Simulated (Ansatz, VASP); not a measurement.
ZnO: VASP beside Ansatz

Contents of POSCAR:

```
ZnO
1.0
    3.2515175740      0.0000000000      0.0000000000
   -1.6257587870      2.8158968199      0.0000000000
    0.0000000000      0.0000000000      5.1847759736
Zn O
2 2
Direct
    0.3333333333      0.6666666667     -0.0036034036
    0.6666666667      0.3333333333      0.4963965964
    0.3333333333      0.6666666667      0.3786034036
    0.6666666667      0.3333333333      0.8786034036
```

Contents of INCAR.step1:

```
PREC = Accurate
ENCUT = 520
ISMEAR = 0
SIGMA = 0.01
LREAL = F
LASPH = T
NELM = 80
NBANDS = 26
GGA = PE
ALGO = Normal
EDIFF = 1E-4
LWAVE = T
LCHARG = F
```

Contents of INCAR.step2:

```
PREC = Accurate
ENCUT = 520
EDIFF = 1E-6
ISMEAR = 0
SIGMA = 0.01
LREAL = F
LASPH = T
NELM = 80
ALGO = Normal
ISIF = 2
LWAVE = F
LCHARG = T
METAGGA = R2SCAN
LMIXTAU = T
LELF = T
LVHAR = T
NBANDS = 26
ISTART = 1
```

The input KPOINTS:

```
Automatic mesh
0
Gamma
  12 12 6
```

Input for Ansatz:

```yaml
crystal:
  lattice:
    - [3.251517574, 0.0, 0.0]
    - [-1.625758787, 2.8158968199, 0.0]
    - [0.0, 0.0, 5.1847759736]
  atoms:
    - { symbol: Zn, position: [0.3333333333, 0.6666666667, -0.0036034036] }
    - { symbol: Zn, position: [0.6666666667, 0.3333333333, 0.4963965964] }
    - { symbol: O, position: [0.3333333333, 0.6666666667, 0.3786034036] }
    - { symbol: O, position: [0.6666666667, 0.3333333333, 0.8786034036] }
kpoints:
  mp_grid: { grid: [12, 12, 6] }
  band_path:
    path:
      - [0.0, 0.0, 0.0]
      - [0.5, 0.0, 0.0]
      - [0.3333333333, 0.3333333333, 0.0]
      - [0.0, 0.0, 0.5]
      - [0.5, 0.0, 0.5]
      - [0.3333333333, 0.3333333333, 0.5]
    npoints: 1
hamiltonian:
  xc: r2scan
scf:
  occupations: { method: fixed }
  n_extra_bands: 5
output:
  forces: true
  stress: true
  eigenvalues: true
```

Change from the starting cell: epitaxial_xy strain +0.5%.

Alike in both runs: task single point; functional r2SCAN; k mesh 12 × 12 × 6; no spin polarisation.

|  | VASP | Ansatz |
| --- | --- | --- |
| version | VASP 6.6.1 | Ansatz 0.2.0 |
| potentials or method | VASP PAW PBE potentials, release 64 (Zn, O) | plane waves, PAW |
| plane-wave cutoff (eV) | 520 | 500 |
| occupations | gaussian, width 0.01 eV | fixed |
| valence electrons in the cell | 36 | 36 |

Ansatz gave:

- gap on the k mesh at the Fermi level (eV): 1.24
- pressure (GPa): -0.8
- traceless stress, the component that is largest in VASP (GPa): 0.76

Problem. Which values does VASP return?

Solution. gap on the k mesh at the Fermi level (eV): 1.24; pressure (GPa): 0.3; traceless stress, the component that is largest in VASP (GPa): 0.82.

VASP's potentials were made for PBE, not for r2SCAN.
